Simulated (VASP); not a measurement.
# Ba3SbP (Pm-3m) in VASP: further runs

Ba3SbP is run at these levels: PBE; tasks: single point.

All numbers are computed with VASP 6.6.1; they aren't measurements. Logs are shortened: lines on timing, memory, paths and dates and some standing lists are left out, and cuts for length are marked.

## 1. The cell of the first run

It takes space group Pm-3m (No. 221, cubic). Conventional cell: a = 5.858 Å, b = 5.858 Å, c = 5.858 Å, α = 90.00°, β = 90.00°, γ = 90.00°. Ba (site symmetry 4/mmm) has 2 P at 2.93 Å within 3.9 Å. Within 5.4 Å of Sb (site symmetry m-3m) lie 12 Ba at 4.14 Å and 8 P at 5.07 Å. Within 3.9 Å of P (site symmetry m-3m) lie 6 Ba at 2.93 Å.

## 2. Single point, PBE

File INCAR:

```
PREC     = Accurate       # precision mode
ENCUT    = 520            # plane-wave cutoff, eV
EDIFF    = 1E-7           # SCF threshold, eV
ISMEAR   = 0              # smearing method
SIGMA    = 0.01           # smearing width, eV
LREAL    = False          # projectors in reciprocal space
LASPH    = True           # aspherical terms in the spheres
NELM     = 80             # most SCF steps
ALGO     = Normal         # electronic algorithm
ISIF     = 2              # what is computed and relaxed
LWAVE    = False          # write WAVECAR
LCHARG   = False          # write CHGCAR
GGA      = PE             # functional
NBANDS   = 28             # bands
```

File KPOINTS:

```
Automatic mesh
0
Gamma
  4 4 4
```

File POSCAR:

```
Ba3SbP
1.0
    5.8581595335      0.0000000000      0.0000000000
    0.0000000000      5.8581595335      0.0000000000
    0.0000000000      0.0000000000      5.8581595335
Ba Sb P
3 1 1
Direct
    0.0000000000      0.5000000000      0.5000000000
    0.5000000000      0.0000000000      0.5000000000
    0.5000000000      0.5000000000      0.0000000000
    0.0000000000      0.0000000000      0.0000000000
    0.5000000000      0.5000000000      0.5000000000
```

Potentials or basis: VASP PAW PBE potentials, release 64 (Ba_sv, Sb, P).

Command:

```bash
cat potpaw_PBE.64/Ba_sv/POTCAR potpaw_PBE.64/Sb/POTCAR potpaw_PBE.64/P/POTCAR > POTCAR
mpirun -np 1 vasp_std > vasp.out
```

OUTCAR:

```text
PREC = Accurate
   ENCUT = 520
   EDIFF = 1E-7
   ISMEAR = 0
   LREAL = False
   LASPH = True
   NELM = 80
   ISIF = 2
   GGA = PE

 ion  position               nearest neighbor table
   1  0.000  0.500  0.500-   5 2.93   5 2.93   4 4.14   2 4.14   3 4.14   4 4.14   2 4.14   4 4.14
                             4 4.14   2 4.14   3 4.14   3 4.14   3 4.14   2 4.14
   2  0.500  0.000  0.500-   5 2.93   5 2.93   4 4.14   1 4.14   3 4.14   4 4.14   1 4.14   3 4.14
                             3 4.14   3 4.14   1 4.14   4 4.14   4 4.14   1 4.14
   3  0.500  0.500  0.000-   5 2.93   5 2.93   4 4.14   1 4.14   1 4.14   2 4.14   2 4.14   2 4.14
                             4 4.14   2 4.14   1 4.14   4 4.14   1 4.14   4 4.14
   4  0.000  0.000  0.000-   1 4.14   2 4.14   3 4.14   1 4.14   2 4.14   1 4.14   3 4.14   1 4.14
                             2 4.14   3 4.14   2 4.14   3 4.14
   5  0.500  0.500  0.500-   1 2.93   2 2.93   3 2.93   3 2.93   2 2.93   1 2.93

  LATTYP: Found a simple cubic cell.
 ALAT       =     5.8581595335

  Lattice vectors:

 A1 = (   5.8581595335,   0.0000000000,   0.0000000000)
 A2 = (   0.0000000000,   5.8581595335,   0.0000000000)
 A3 = (   0.0000000000,   0.0000000000,   5.8581595335)

Analysis of symmetry for initial positions (statically):
=====================================================================
 Subroutine PRICEL returns:
 Original cell was already a primitive cell.

 Routine SETGRP: Setting up the symmetry group for a
 simple cubic supercell.

 Subroutine GETGRP returns: Found 48 space group operations
 (whereof 48 operations were pure point group operations)
 out of a pool of 48 trial point group operations.

The static configuration has the point symmetry O_h .

Analysis of symmetry for dynamics (positions and initial velocities):
=====================================================================
 Subroutine PRICEL returns:
 Original cell was already a primitive cell.

 Routine SETGRP: Setting up the symmetry group for a
 simple cubic supercell.

 Subroutine GETGRP returns: Found 48 space group operations
 (whereof 48 operations were pure point group operations)
 out of a pool of 48 trial point group operations.

The dynamic configuration has the point symmetry O_h .

 Subroutine INISYM returns: Found 48 space group operations
 (whereof 48 operations are pure point group operations),
 and found     1 'primitive' translations

----------------------------------------------------------------------------------------

                                     Primitive cell

  volume of cell :     201.0405

  direct lattice vectors                    reciprocal lattice vectors
     5.858159534  0.000000000  0.000000000     0.170702077  0.000000000  0.000000000
     0.000000000  5.858159534  0.000000000     0.000000000  0.170702077  0.000000000
     0.000000000  0.000000000  5.858159534     0.000000000  0.000000000  0.170702077

  length of vectors
     5.858159534  5.858159534  5.858159534     0.170702077  0.170702077  0.170702077

  position of ions in fractional coordinates (direct lattice)
     0.000000000  0.500000000  0.500000000
     0.500000000  0.000000000  0.500000000
     0.500000000  0.500000000  0.000000000
     0.000000000  0.000000000  0.000000000
     0.500000000  0.500000000  0.500000000

  ion indices of the primitive-cell ions
   primitive index   ion index
                 1           1
                 2           2
                 3           3
                 4           4
                 5           5

----------------------------------------------------------------------------------------

 KPOINTS: Automatic mesh

Automatic generation of k-mesh.
 Grid dimensions read from file:
 generate k-points for:    4    4    4

 Generating k-lattice:

  Cartesian coordinates                     Fractional coordinates (reciprocal lattice)
     0.042675519  0.000000000  0.000000000     0.250000000  0.000000000  0.000000000
     0.000000000  0.042675519  0.000000000     0.000000000  0.250000000  0.000000000
     0.000000000  0.000000000  0.042675519     0.000000000  0.000000000  0.250000000

  Length of vectors
     0.042675519  0.042675519  0.042675519

  Shift w.r.t. Gamma in fractional coordinates (k-lattice)
     0.000000000  0.000000000  0.000000000

 Subroutine IBZKPT returns following result:
 ===========================================

 Found     10 irreducible k-points:

 Following reciprocal coordinates:
            Coordinates               Weight
  0.000000  0.000000  0.000000      1.000000
  0.250000  0.000000  0.000000      6.000000
  0.500000  0.000000  0.000000      3.000000
  0.250000  0.250000  0.000000     12.000000
  0.500000  0.250000  0.000000     12.000000
  0.500000  0.500000  0.000000      3.000000
  0.250000  0.250000  0.250000      8.000000
  0.500000  0.250000  0.250000     12.000000
  0.500000  0.500000  0.250000      6.000000
  0.500000  0.500000  0.500000      1.000000
   k-points           NKPTS =     10   k-points in BZ     NKDIM =     10   number of bands    NBANDS=     28
   number of dos      NEDOS =    301   number of ions     NIONS =      5
   total plane-waves  NPLWV = 110592
   dimension x,y,z NGX =    48 NGY =   48 NGZ =   48
   dimension x,y,z NGXF=    96 NGYF=   96 NGZF=   96
   ions per type =               3   1   1
   NGX,Y,Z   is equivalent  to a cutoff of  13.62, 13.62, 13.62 a.u.
   NGXF,Y,Z  is equivalent  to a cutoff of  27.24, 27.24, 27.24 a.u.
 SYSTEM =  unknown system
   PREC   = accura    normal or accurate (medium, high low for compatibility)
   ISTART =      0    job   : 0-new  1-cont  2-samecut
   ICHARG =      2    charge: 1-file 2-atom 10-const
   ISPIN  =      1    spin polarized calculation?
   LNONCOLLINEAR =      F non collinear calculations
   LSORBIT =      F    spin-orbit coupling
   LASPH  =      T    aspherical Exc in radial PAW
   ENCUT  =  520.0 eV  38.22 Ry    6.18 a.u.  10.89 10.89 10.89*2*pi/ulx,y,z
   NELM   =     80;   NELMIN=  2; NELMDL= -5     # of ELM steps
   EDIFF  = 0.1E-06   stopping-criterion for ELM
   LREAL  =      F    real-space projection
   EDIFFG = 0.1E-05   stopping-criterion for IOM
   NSW    =      0    number of steps for IOM
   IBRION =     -1    ionic relax: 0-MD 1-quasi-New 2-CG
   NFREE  =      0    steps in history (QN), initial steepest desc. (CG)
   ISIF   =      2    stress and relaxation
   ISYM   =      2    0-nonsym 1-usesym 2-fastsym
   POTIM  = 0.5000    time-step for ionic-motion
   TEBEG  =    0.0;   TEEND  =   0.0 temperature during run
   PSTRESS=    0.0 pullay stress
   NELECT =      40.0000    total number of electrons
   NUPDOWN=      -1.0000    fix difference up-down
   EMIN   =  10.00;   EMAX   =-10.00  energy-range for DOS
   EFERMI =   0.00;   METHOD = LEGACY
   ISMEAR =     0;   SIGMA  =   0.01  broadening in eV -4-tet -1-fermi 0-gaus
   EFERMI_NEDOS =   21; number of points for ismear=-14 and -15
   IALGO  =     38    algorithm
   IMIX   =      4    mixing-type and parameters
     AMIX     =   0.40;   BMIX     =  1.00
     AMIX_MAG =   1.60;   BMIX_MAG =  1.00
  volume/ion in A,a.u.               =      40.21       271.34
  Fermi-wavevector in a.u.,A,eV,Ry     =   0.955727  1.806061 12.427741  0.913413
  Thomas-Fermi vector in A             =   2.084590
   LORBIT       =      0    0 simple, 1 ext, 2 COOP (PROOUT), +10 PAW based schemes
   GGA     = PE    functional components
   LHFCALC =     F    Hartree Fock is set to
   AEXX    =    0.0000 exact exchange contribution
   IVDW    =     0    specifies the selected vdW correction
   LEPSILON=     F    determine dielectric tensor
   LRPA    =     F    only Hartree local field effects (RPA)
 non-spin polarized calculation
 Gauss-broadening in eV      SIGMA  =   0.01
  energy-cutoff  :      520.00
  volume of cell :      201.04
 maximum number of plane-waves:      5452
 NGX is ok and might be reduce to    48
   NGX = 21   NGY = 21   NGZ = 21

 number of electron      39.9999999 magnetization

 Free energy of the ion-electron system (eV)
  ---------------------------------------------------
  ext. energy  EPLUGINS =         0.00000000
  ---------------------------------------------------
  free energy    TOTEN  =       -19.14309329 eV

  energy without entropy =      -19.14309329  energy(sigma->0) =      -19.14309329

 E-fermi :   3.1596     XC(G=0):  -8.3442

 val. band max:        3.0632269626   @ k =   0.0000   0.0000   0.0000
 cond. band min:       3.2843371790   @ k =   0.0000   0.0000   0.0000
 fundamental gap:      0.2211102163
 Fermi energy:         3.1595594186

 k-point     1 :       0.0000    0.0000    0.0000
  band No.  band energies     occupation
      1     -25.1022      2.00000
      2     -24.9840      2.00000
      3     -24.9840      2.00000
      4     -10.7266      2.00000
      5     -10.7266      2.00000
      6     -10.7266      2.00000
[... 20 lines left out ...]
     27       6.3045      0.00000
     28       6.3045      0.00000

 k-point     2 :       0.2500    0.0000    0.0000
  band No.  band energies     occupation
      1     -25.0871      2.00000
      2     -24.9987      2.00000
      3     -24.9838      2.00000
      4     -10.7028      2.00000
      5     -10.6752      2.00000
      6     -10.6752      2.00000
[... 20 lines left out ...]
     27       5.8326      0.00000
     28       6.7896      0.00000

 k-point     3 :       0.5000    0.0000    0.0000
  band No.  band energies     occupation
      1     -25.0630      2.00000
      2     -25.0223      2.00000
      3     -24.9837      2.00000
      4     -10.6405      2.00000
      5     -10.6059      2.00000
      6     -10.6059      2.00000
[... 182 lines left out ...]
      3     -25.0218      2.00000
      4     -11.3564      2.00000
      5     -10.6178      2.00000
      6     -10.5338      2.00000
[... 20 lines left out ...]
     27       5.6778      0.00000
     28       6.4745      0.00000

 k-point    10 :       0.5000    0.5000    0.5000
  band No.  band energies     occupation
      1     -25.0216      2.00000
      2     -25.0216      2.00000
      3     -25.0216      2.00000
      4     -11.5191      2.00000
      5     -10.6118      2.00000
      6     -10.6118      2.00000
[... 20 lines left out ...]
     27       5.3658      0.00000
     28       6.9315      0.00000

------------------------ aborting loop because EDIFF is reached ----------------------------------------

  FORCE on cell =-STRESS in cart. coord.  units (eV):
  Direction    XX          YY          ZZ          XY          YZ          ZX
  --------------------------------------------------------------------------------------
  -------------------------------------------------------------------------------------
  Total        5.2146134      5.2146134      5.2146134     -0.0000000     -0.0000000      0.0000000
  in kB       41.5574718     41.5574718     41.5574718     -0.0000000     -0.0000000      0.0000000
  external PRESSURE =      41.5574718 kB  Pullay stress =       0.0000000 kB

 VOLUME and BASIS-vectors are now :
 -----------------------------------------------------------------------------
  energy-cutoff  :      520.00
  volume of cell :      201.04
      direct lattice vectors                 reciprocal lattice vectors
     5.858159534  0.000000000  0.000000000     0.170702077  0.000000000  0.000000000
     0.000000000  5.858159534  0.000000000     0.000000000  0.170702077  0.000000000
     0.000000000  0.000000000  5.858159534     0.000000000  0.000000000  0.170702077

 POSITION                                       TOTAL-FORCE (eV/Angst)
 -----------------------------------------------------------------------------------
      0.00000      2.92908      2.92908         0.000000      0.000000      0.000000
      2.92908      0.00000      2.92908         0.000000      0.000000      0.000000
      2.92908      2.92908      0.00000         0.000000      0.000000      0.000000
      0.00000      0.00000      0.00000         0.000000      0.000000      0.000000
      2.92908      2.92908      2.92908         0.000000      0.000000      0.000000
 -----------------------------------------------------------------------------------
    total drift:                                0.000000     -0.000000     -0.000000

  FREE ENERGIE OF THE ION-ELECTRON SYSTEM (eV)
  ---------------------------------------------------
  free  energy   TOTEN  =       -19.1430932868 eV

  energy  without entropy=      -19.1430932868  energy(sigma->0) =      -19.14309329
```

Wall time 1.9 min (1 thread of Intel Xeon 8259CL, shared host); peak memory 0.35 GiB.

Results:

| Property | Result |
| --- | --- |
| Free energy | -19.1431 eV |
| Pressure | 4.2 GPa |
| Band gap on the k mesh | 0.22 eV |

Caveat: the cell stands under pressure; spin-orbit coupling is left out, which moves the levels of the heavy elements.

[end of part 1 of 2]
